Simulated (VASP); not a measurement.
ScSi4O, 6 atoms in the cell. Symmetry: F-43m, No. 216, cubic system. The conventional cell has a = 7.011 Å, b = 7.011 Å, c = 7.011 Å, α = 90.00°, β = 90.00°, γ = 90.00°. Within 3.8 Å of Sc (site symmetry -43m) lie 12 Si at 2.91 Å and 4 O at 3.04 Å. Within 3.2 Å of Si (site symmetry 3m) lie 6 Si at 2.45 to 2.51 Å and 3 O at 2.90 Å and 3 Sc at 2.91 Å. Within 3.8 Å of O (site symmetry -43m) lie 12 Si at 2.90 Å and 4 Sc at 3.04 Å. 

```yaml
Program: VASP 6.6.1
Task: single point
Functional: PBE
Potentials_or_basis: VASP PAW PBE potentials, release 64 (Sc_sv, Si, O)
Cutoff: 520 eV
k_mesh: 4 × 4 × 4
Occupations: gaussian, width 0.1 eV
Spin: collinear spin, ferromagnetic start
Starting_moments: "[0.0, 0.0, 0.0, 0.0, 0.0, 1.0] μB"
Dipole_correction: no
Further_INCAR_settings: ALGO = Normal; EDIFF = 1e-06; NBANDS = 30
```

Potentials or basis: VASP PAW PBE potentials, release 64 (Sc_sv, Si, O).

Run with:

```console
$ cat potpaw_PBE.64/Sc_sv/POTCAR potpaw_PBE.64/Si/POTCAR potpaw_PBE.64/O/POTCAR > POTCAR
$ mpirun -np 1 vasp_std > vasp.out
```

Hardware: 1 thread of Intel(R) Xeon(R) 6975P-C (Granite Rapids) (shared host).

Q: How long does it take, and how much memory?

A: Run time: 32 s on 1 thread of Intel(R) Xeon(R) 6975P-C (Granite Rapids), with other jobs on the host, peak memory 0.29 GiB. Counts: scf iterations 16, k points 8.
